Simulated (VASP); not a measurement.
A run of VASP 6.6.1:

POSCAR

```
CdSe
1.0
    0.0000000000      3.0409841118      3.0409841118
    3.0409841118      0.0000000000      3.0409841118
    3.0409841118      3.0409841118      0.0000000000
Cd Se
1 1
Direct
    0.0000000000      0.0000000000      0.0000000000
    0.2500000000      0.2500000000      0.2500000000
```

The input INCAR.step1:

```
ALGO = Normal ; EDIFF = 1E-5
ENCUT = 520 ; GGA = PE
ISIF = 2 ; ISMEAR = 0
LASPH = T ; LCHARG = F
LREAL = F ; LWAVE = T
NBANDS = 16 ; NELM = 100
PREC = Accurate ; SIGMA = 0.01
```

The input INCAR.step2:

```
ALGO = Normal ; EDIFF = 1E-6
ENCUT = 520 ; GGA = PE
HFSCREEN = 0.2079 ; ISIF = 2
ISMEAR = 0 ; ISTART = 1
LASPH = T ; LCHARG = F
LHFCALC = T ; LREAL = F
LWAVE = F ; NBANDS = 16
NELM = 100 ; PREC = Accurate
PRECFOCK = Normal ; SIGMA = 0.01
```

File KPOINTS:

```
k-points
0
Gamma
  6 6 6
```

Potentials or basis: VASP PAW PBE potentials, release 64 (Cd, Se).

The run is started by

```sh
$ cat potpaw_PBE.64/Cd/POTCAR potpaw_PBE.64/Se/POTCAR > POTCAR
$ cp INCAR.step1 INCAR
$ mpirun -np 1 vasp_std > vasp.out
$ cp INCAR.step2 INCAR
$ mpirun -np 1 vasp_std > vasp.out
```

Hardware: 1 thread of Intel(R) Xeon(R) Platinum 8488C (Sapphire Rapids), with other jobs on the host.

Task: How long does it take, and how much memory?

Result: It took 23 min on 1 thread of Intel(R) Xeon(R) Platinum 8488C (Sapphire Rapids), with other jobs on the host, peak memory 0.31 GiB. Counts: k points 16.
